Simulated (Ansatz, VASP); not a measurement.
**One calculation of CuI, two programs**

The input POSCAR:

```
CuI
1.0
    0.0000000000      3.0120291112      3.0120291112
    3.0120291112      0.0000000000      3.0120291112
    3.0120291112      3.0120291112      0.0000000000
Cu I
1 1
Direct
    0.0000000000      0.0000000000      0.0000000000
    0.2500000000      0.2500000000      0.2500000000
```

Contents of INCAR.step1:

```
SYSTEM = CuI
PREC = Accurate
ENCUT = 520
EDIFF = 1E-5
ISMEAR = 0
SIGMA = 0.01
LREAL = .False.
LASPH = .True.
NELM = 100
ALGO = Normal
ISIF = 2
LWAVE = .True.
GGA = PE
NBANDS = 16
```

File INCAR.step2:

```
SYSTEM = CuI
PREC = Accurate
ENCUT = 520
EDIFF = 1E-7
ISMEAR = 0
SIGMA = 0.01
LREAL = .False.
LASPH = .True.
NELM = 100
ALGO = Normal
ISIF = 2
LWAVE = .False.
LCHARG = .True.
GGA = PE
LHFCALC = .True.
AEXX = 0.3
PRECFOCK = Normal
LELF = .True.
LVHAR = .True.
ISTART = 1
NBANDS = 16
```

File KPOINTS:

```
regular mesh
0
Gamma
  4 4 4
  0 0 0
```

Input for Ansatz:

```yaml
crystal:
  lattice:
    - [0.0, 3.0120291112, 3.0120291112]
    - [3.0120291112, 0.0, 3.0120291112]
    - [3.0120291112, 3.0120291112, 0.0]
  atoms:
    - { symbol: Cu, position: [0.0, 0.0, 0.0] }
    - { symbol: I, position: [0.25, 0.25, 0.25] }
kpoints:
  mp_grid: { grid: [4, 4, 4] }
hamiltonian:
  xc: { exchange: pbe, correlation: pbe, exx: { coeff: 0.3 } }
scf:
  occupations: { method: fixed }
  n_extra_bands: 4
output:
  forces: true
  stress: true
  eigenvalues: true
```

Alike in both runs: task single point; functional PBE-based global hybrid with a share of 0.3 of exact exchange; k mesh 4 × 4 × 4; no spin polarisation.

```csv
,VASP,Ansatz
version,VASP 6.6.1,Ansatz 0.2.0
potentials or method,"VASP PAW PBE potentials, release 64 (Cu, I)",plane waves
plane-wave cutoff (eV),520,420
occupations,"gaussian, width 0.01 eV",fixed
valence electrons in the cell,18,36
```

Ansatz gave:

| Property | Result |
| --- | --- |
| gap on the k mesh at the Fermi level (eV) | 3.81 |
| pressure (GPa) | 1.6 |

Which values does VASP return?

gap on the k mesh at the Fermi level (eV): 3.78; pressure (GPa): 1.3.

VASP's potentials were made for PBE, not for PBE-based global hybrid. VASP's potentials hold 18 valence electrons a cell and Ansatz's 36, so a difference there can come from the potentials and not from the codes. Ansatz's warnings: stress exchange threshold loose, stress scf threshold loose.

The k mesh is coarse, so the values compare programs but aren't converged. Spin-orbit coupling is off throughout.
